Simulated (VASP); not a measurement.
## MgO: single point with PBE

MgO:

```xyz
2
Lattice="0.0000 2.1496 2.1496 2.1496 0.0000 2.1496 2.1496 2.1496 0.0000" Properties=species:S:1:pos:R:3 pbc="T T T"
Mg    0.0000    0.0000    0.0000
O     2.1496    2.1496    2.1496
```

```
Program             : VASP 6.6.1
Task                : single point
Functional          : PBE
Potentials or basis : VASP PAW PBE potentials, release 64 (Mg, O)
Cutoff              : 600 eV
k mesh              : 8 × 8 × 8
Occupations         : gaussian, width 0.15 eV
Spin                : no spin polarisation
```

```
Pressure               : -5.5 GPa
Band gap on the k mesh : 4.15 eV, direct
```

Levels at points of the mesh, in eV from the valence-band top:
```tsv
k point	band 1	band 2	band 3	band 4	band 5	band 6	band 7	band 8	band 9
(0.00, 0.00, 0.00)	-16.96	0.00	0.00	0.00	4.15	15.45	15.45	15.45	19.21
(0.50, 0.00, 0.00)	-15.82	-4.35	-0.59	-0.59	7.51	11.91	15.69	15.69	19.99
(0.50, 0.50, 0.00)	-15.59	-3.84	-1.26	-1.26	9.04	9.32	12.46	18.05	18.05
```

Wall time 14 s on 1 thread of Intel Xeon 8259CL, with other jobs on the host, peak memory 0.14 GiB.

A hybrid or GW would open this gap; PBE tends to underestimate it.
